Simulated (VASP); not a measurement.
# Si2Ni: single point with PBE

Crystal: Si2Ni.

```
CELL_PARAMETERS angstrom
0.00000 2.72317 2.72317
2.72317 0.00000 2.72317
2.72317 2.72317 0.00000
ATOMIC_POSITIONS crystal
Si 0.25000 0.25000 0.25000
Si 0.75000 0.75000 0.75000
Ni 0.00000 0.00000 0.00000
```

- Program: VASP 6.6.1
- Task: single point
- Functional: PBE
- Potentials or basis: VASP PAW PBE potentials, release 64 (Si, Ni)
- Cutoff: 520 eV
- k mesh: 14 × 14 × 14
- Occupations: gaussian, width 0.15 eV
- Spin: no spin polarisation
- Dipole correction: no
- Further INCAR settings: ALGO = Normal; EDIFF = 1e-06; NBANDS = 16

```json
{
 "Pressure": "-0.1 GPa",
 "Band gap on the k mesh": "zero (band 9 reaches 11.80 eV, above the bottom of band 10 at 9.66 eV)"
}
```

Levels at points of the mesh, in eV from the Fermi level:
| k point | band 5 | band 6 | band 7 | band 8 | band 9 | band 10 | band 11 | band 12 | band 13 | band 14 |
| --- | --- | --- | --- | --- | --- | --- | --- | --- | --- | --- |
| (0.00, 0.00, 0.00) | -3.38 | -3.38 | -0.47 | 1.67 | 1.67 | 1.67 | 2.32 | 2.32 | 2.32 | 4.68 |
| (0.50, 0.00, 0.00) | -3.60 | -3.21 | -3.21 | -1.39 | -1.39 | 1.76 | 1.80 | 1.80 | 2.49 | 9.15 |
| (0.50, 0.50, 0.00) | -4.42 | -3.48 | -3.48 | -3.31 | -3.00 | -0.44 | 1.47 | 7.75 | 8.13 | 8.13 |

Run time: 75 s on 1 thread of Intel(R) Xeon(R) Platinum 8375C CPU @ 2.90GHz (Ice Lake), on a shared host, peak memory 0.21 GiB.

Spin polarisation is off, so any magnetic state and its effect on volume and gap are missing.
